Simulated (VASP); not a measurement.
## SrCl2: single point with PBE

SrCl2:

```
Sr Cl
1.0
     0.00000    3.62492    3.48550
     3.34608    0.00000    3.48550
     3.34608    3.62492    0.00000
Sr Cl
1 2
Cartesian
  0.0000 0.0000 0.0000
  1.6730 1.8125 1.7428
  5.0191 5.4374 5.2283
```

This cell differs from its parent crystal: strain -0.0400 x Voigt [1, -1, 0, 0, 0, 0].

```json
{
  "Program": "VASP 6.6.1",
  "Task": "single point",
  "Functional": "PBE",
  "Potentials or basis": "VASP PAW PBE potentials, release 64 (Sr_sv, Cl)",
  "Cutoff": "520 eV",
  "k mesh": "6 × 6 × 6",
  "Occupations": "gaussian, width 0.05 eV",
  "Spin": "no spin polarisation",
  "Dipole correction": "no",
  "Further INCAR settings": "ALGO = Normal; EDIFF = 1e-07; NBANDS = 19"
}
```

```
Pressure               : 1.3 GPa
Band gap on the k mesh : 4.93 eV (least direct gap 5.20 eV)
```

Stress tensor (GPa, compression positive):
```
 3.43  0.00  0.00
 0.00 -0.79  0.00
 0.00  0.00  1.19
```

Levels at points of the mesh, in eV from the valence-band top:
| k point | band 10 | band 11 | band 12 | band 13 | band 14 | band 15 |
| --- | --- | --- | --- | --- | --- | --- |
| (0.00, 0.00, 0.00) | -0.90 | -0.62 | -0.28 | 4.93 | 5.66 | 6.11 |
| (0.50, 0.00, 0.00) | -1.61 | -1.35 | -1.30 | 6.37 | 6.47 | 7.18 |
| (0.50, 0.50, 0.00) | -1.01 | -0.31 | -0.26 | 5.18 | 6.76 | 7.35 |
| (0.50, 0.00, 0.50) | -0.76 | -0.49 | -0.38 | 5.20 | 6.47 | 7.34 |
| (0.00, 0.50, 0.50) | -0.92 | -0.60 | 0.00 | 5.20 | 7.06 | 7.32 |

Run time: 2.6 min on 1 thread of Intel Xeon 8259CL, with other jobs on the host, peak memory 0.26 GiB.

Caveat: the cell differs from its parent crystal (strain -0.0400 x Voigt [1, -1, 0, 0, 0, 0]). A k mesh can miss the band edges.
